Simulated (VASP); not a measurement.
Runs of VASP 6.6.1 on Ir. The structure is that of space group Fm-3m (No. 225), or close to it. The cells are those of the table. 

| task | cell | cutoff (eV) | gap on the mesh (eV) | pressure (GPa) |
| --- | --- | --- | --- | --- |
| relaxation of cell and atoms | relaxed to 10 GPa from a = 2.709 Å, angles 60.0°, 1 atom | 600 | none | 9.8 |
| single point | a = 2.675 Å, angles 60.0°, 1 atom | 520 | none | (a) |
| single point | a = 2.696 Å, angles 60.0°, 1 atom | 520 | none | 2.6 |
| relaxation of cell and atoms | relaxed from a = 2.709 Å, angles 60.0°, 1 atom | 600 | none | 0.0 |
| relaxation of cell and atoms | relaxed to 20 GPa from a = 2.709 Å, angles 60.0°, 1 atom | 600 | none | 20.0 |
| relaxation of cell and atoms | relaxed to 30 GPa from a = 2.709 Å, angles 60.0°, 1 atom | 600 | none | 30.0 |
| single point | a = 2.656 Å, angles 60.0°, 1 atom | 520 | none | 23.3 |
| single point | a = 2.639 Å, angles 60.0°, 1 atom | 520 | none | 33.6 |

Alike in all rows: level LDA; potentials or basis VASP PAW LDA potentials, release 64 (Ir); no spin polarisation; k mesh 11 × 11 × 11; smearing methfessel-paxton 0.05 eV.

Question: Estimate the missing entries.

Answer: (a) 12.9.

Caveats: spin-orbit coupling is left out, which moves the levels of the heavy elements; the cell is relaxed towards a set pressure, so the enthalpy falls and the energy may rise (some runs).

A k mesh can miss the band edges, and the runs leave out spin-orbit coupling on Ir.

A gap of «none» marks levels without a gap at the run's occupations.
